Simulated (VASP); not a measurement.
Al2Cu: single point with r2SCAN

The system is Al2Cu.

```
Al Cu
1.0
     4.08803    0.00000    0.03066
     0.00000    4.08803    0.00000
     0.02138    0.00000    2.85133
Al Cu
2 1
Direct
  0.50000 0.00000 0.50000
  0.00000 0.50000 0.50000
  0.00000 0.00000 0.00000
```

This cell differs from its parent crystal: strain +0.0150 x Voigt [0, 0, 0, 0, 1, 0].

| Property | Result |
| --- | --- |
| Program | VASP 6.6.1 |
| Task | single point |
| Functional | r2SCAN |
| Potentials or basis | VASP PAW PBE potentials, release 64 (Al, Cu) |
| Cutoff | 520 eV |
| k mesh | 12 × 12 × 16 |
| Occupations | gaussian, width 0.15 eV |
| Spin | no spin polarisation |

* Pressure: -0.2 GPa
* Band gap on the k mesh: zero (an odd number of electrons rules out a gap without spin polarisation)

Stress tensor (GPa, compression positive):
```
 0.13  0.00 -1.02
 0.00  0.09  0.00
-1.02  0.00 -0.75
```

Levels at points of the mesh, in eV from the Fermi level:
```
           k point  band 5  band 6  band 7  band 8  band 9  band 10  band 11  band 12  band 13  band 14
(0.00, 0.00, 0.00)   -4.23   -4.23   -2.64   -2.64    0.08     1.02     6.65     6.67     6.79     7.33
(0.50, 0.00, 0.00)   -4.55   -4.26   -4.22   -1.24    1.63     1.93     2.16     8.21     8.95     9.96
(0.00, 0.50, 0.00)   -4.55   -4.26   -4.22   -1.24    1.64     1.94     2.16     8.23     8.94     9.99
(0.50, 0.50, 0.00)   -4.58   -4.45   -4.25   -4.25   -2.56     8.99     9.01    10.16    10.62    11.01
(0.00, 0.00, 0.50)   -5.02   -4.29   -3.13    2.59    2.77     2.81     2.83     2.85     3.36     4.62
(0.50, 0.00, 0.50)   -4.38   -4.34   -3.28   -2.56   -1.68     3.95     4.22     4.68     5.68     6.46
(0.00, 0.50, 0.50)   -4.38   -4.34   -3.29   -2.56   -1.69     3.99     4.14     4.66     5.71     6.50
(0.50, 0.50, 0.50)   -4.13   -3.72   -2.48   -2.47   -0.93    -0.81     0.20     0.22     2.71    12.68
```

Run time: 24 min on 1 thread of Intel(R) Xeon(R) Platinum 8488C (Sapphire Rapids), with other jobs on the host, peak memory 0.58 GiB.

Caveat: the cell differs from its parent crystal (strain +0.0150 x Voigt [0, 0, 0, 0, 1, 0]); the PAW data sets were made with another functional, which shifts forces and pressure a little.
